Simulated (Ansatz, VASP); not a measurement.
H: VASP beside Ansatz

```
H
1.0
     7.11379    0.00000    0.00000
     0.00000    7.11379    0.00000
     0.00000    0.00000    7.11379
H
24
Direct
  0.10271 0.54224 0.60650
  0.09236 0.50313 0.50857
  0.87736 0.95619 0.18739
  0.94279 0.88216 0.14855
  0.43011 0.47126 0.62005
  0.48695 0.41032 0.55431
  0.83732 0.63473 0.88641
  0.90836 0.66786 0.81424
  0.95046 0.23992 0.41627
  0.95300 0.24913 0.31051
  0.10891 0.93610 0.57640
  0.00897 0.91895 0.54440
  0.23251 0.17127 0.05982
  0.14515 0.17794 0.99974
  0.34868 0.55573 0.93419
  0.26491 0.49913 0.90067
  0.41481 0.91166 0.96309
  0.43148 0.89686 0.85936
  0.65289 0.30463 0.99951
  0.67572 0.33933 0.90135
  0.52523 0.74519 0.32758
  0.51505 0.73193 0.22291
  0.44495 0.39819 0.28754
  0.42215 0.37120 0.18757
```

Alike in both runs: functional PBE; dispersion D3(BJ); k mesh 1 × 1 × 1; occupations fermi-dirac, width 0.05 eV; no spin polarisation.

Ansatz relaxed the structure, and its values are those at the end. VASP's run is a single point on that final structure, the one shown.

```csv
,VASP,Ansatz
version,VASP 6.6.1,Ansatz 0.2.0
potentials or method,"VASP PAW PBE potentials, release 64 (H), cutoff 520 eV","scalar-relativistic, plane waves, PAW"
valence electrons in the cell,24,24
```

```tsv
	VASP	Ansatz	Ansatz less VASP
rms of the force components (eV/Å)	0.124	0.118	-0.0059
```
